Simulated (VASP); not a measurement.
**Ti: electric field gradients with PBEsol**

Crystal: Ti.

```
Ti
1.0
    -1.62459    1.64100    1.64100
     1.64100   -1.62459    1.64100
     1.64100    1.64100   -1.62459
Ti
1
Cartesian
  0.0000 0.0000 0.0000
```

This cell differs from its parent crystal: equal xy, yz and zx shear strains of +1 %.

```
Program                : VASP 6.6.1
Task                   : electric field gradients
Functional             : PBEsol
Potentials or basis    : VASP PAW PBE potentials, release 64 (Ti_sv)
Cutoff                 : 520 eV
k mesh                 : 14 × 14 × 14
Occupations            : fermi-dirac, width 0.05 eV
Spin                   : no spin polarisation
Dipole correction      : no
Further INCAR settings : ALGO = Normal; EDIFF = 1e-08; NBANDS = 12
```

```
Pressure               : -6.8 GPa
Band gap on the k mesh : zero (band 6 reaches 8.69 eV, above the bottom of band 7 at 7.14 eV)
```

Stress tensor (GPa, compression positive):
```
-6.84 -0.38 -0.38
-0.38 -6.84 -0.38
-0.38 -0.38 -6.84
```

Levels at points of the mesh, in eV from the Fermi level:
```tsv
k point	band 2	band 3	band 4	band 5	band 6	band 7	band 8	band 9	band 10	band 11
(0.00, 0.00, 0.00)	-32.31	-32.29	-32.29	-5.90	0.92	0.92	1.07	2.71	2.71	17.21
(0.50, 0.00, 0.00)	-32.93	-32.49	-32.29	-2.42	-0.39	1.04	2.72	3.07	4.17	8.52
(0.50, 0.50, 0.00)	-32.95	-32.51	-32.30	-2.40	-0.36	1.18	2.67	3.00	4.23	8.67
(0.50, 0.50, 0.50)	-32.75	-32.75	-32.72	-2.04	-2.04	3.77	3.90	3.90	8.19	8.24
```

Electric field gradients, principal values (V/Å²):
| atom | least | middle | greatest (by size) |
| --- | --- | --- | --- |
| 1 Ti | 2.157 | 2.157 | -4.313 |

It took 92 s on 1 thread of Intel Xeon 6975P-C (shared host), peak memory 0.18 GiB.

Caveat: the cell differs from its parent crystal (equal xy, yz and zx shear strains of +1 %); without QUAD_EFG the Cq values of the log hold for a quadrupole moment of 1 mb, not for the nuclei; the PAW data sets were made with another functional, which shifts forces and pressure a little.
